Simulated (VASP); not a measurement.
Write the native input for VASP 6.6.1 that does the following.

```
Task                   : single point
Functional             : LDA
Potentials or basis    : VASP PAW LDA potentials, release 64 (Na_pv)
Cutoff                 : 520 eV
k mesh                 : 9 × 9 × 9
Occupations            : fermi-dirac, width 0.05 eV
Spin                   : no spin polarisation
Dipole correction      : no
Further INCAR settings : ALGO = Fast; EDIFF = 1e-06; NBANDS = 10
```

The structure of Na lies in POSCAR:

```
Na
1.0
   -2.1691742836      2.1691742836      2.1691742836
    2.1691742836     -2.1691742836      2.1691742836
    2.1691742836      2.1691742836     -2.1691742836
Na
1
Direct
    0.0000000000      0.0000000000      0.0000000000
```

These files were run (other wordings do the same):

INCAR

```
SYSTEM = Na
PREC = Accurate
ENCUT = 520
EDIFF = 1E-6
ISMEAR = -1
SIGMA = 0.05
LREAL = .FALSE.
LASPH = .TRUE.
NELM = 80
ALGO = Fast
ISIF = 2
LWAVE = .FALSE.
LCHARG = .FALSE.
GGA = CA
NBANDS = 10
```

KPOINTS

```
regular mesh
0
G
  9 9 9
  0 0 0
```

Potentials or basis: VASP PAW LDA potentials, release 64 (Na_pv).

Launch:

```sh
$ cat potpaw_LDA.64/Na_pv/POTCAR > POTCAR
$ mpirun -np 1 vasp_std > vasp.out
```

Results of the run:

```yaml
Pressure: -1.3 GPa
```

It took 4.5 s on 1 thread of Intel(R) Xeon(R) 6975P-C (Granite Rapids) (shared host), peak memory 0.12 GiB.
